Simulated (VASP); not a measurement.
A run of VASP 6.6.1:

The input INCAR:

```
PREC = Accurate
ENCUT = 520
EDIFF = 1E-6
ISMEAR = -1
SIGMA = 0.05
LREAL = F
LASPH = T
NELM = 150
ALGO = Normal
ISIF = 2
LWAVE = F
LCHARG = F
ISPIN = 2
MAGMOM = 8 0
LORBIT = 11
NUPDOWN = 8.0
LMAXMIX = 4
GGA = PS
NBANDS = 20
```

KPOINTS

```
regular mesh
0
Gamma
  7 7 7
```

POSCAR

```
MnS
1.0
    0.0000000000      2.6045000000      2.6045000000
    2.6045000000      0.0000000000      2.6045000000
    2.6045000000      2.6045000000      0.0000000000
Mn S
1 1
Direct
    0.0000000000      0.0000000000      0.0000000000
    0.5000000000      0.5000000000      0.5000000000
```

Potentials or basis: VASP PAW PBE potentials, release 64 (Mn_pv, S).

The run is started by

```sh
$ cat potpaw_PBE.64/Mn_pv/POTCAR potpaw_PBE.64/S/POTCAR > POTCAR
$ mpirun -np 1 vasp_std > vasp.out
```

Hardware: 1 thread of Intel(R) Xeon(R) Platinum 8559C (Emerald Rapids) (shared host).

Task: Estimate the wall time of this run.

Result: Run time: 13 s on 1 thread of Intel(R) Xeon(R) Platinum 8559C (Emerald Rapids), on a shared host, peak memory 0.17 GiB. Counts: scf iterations 13, k points 20.
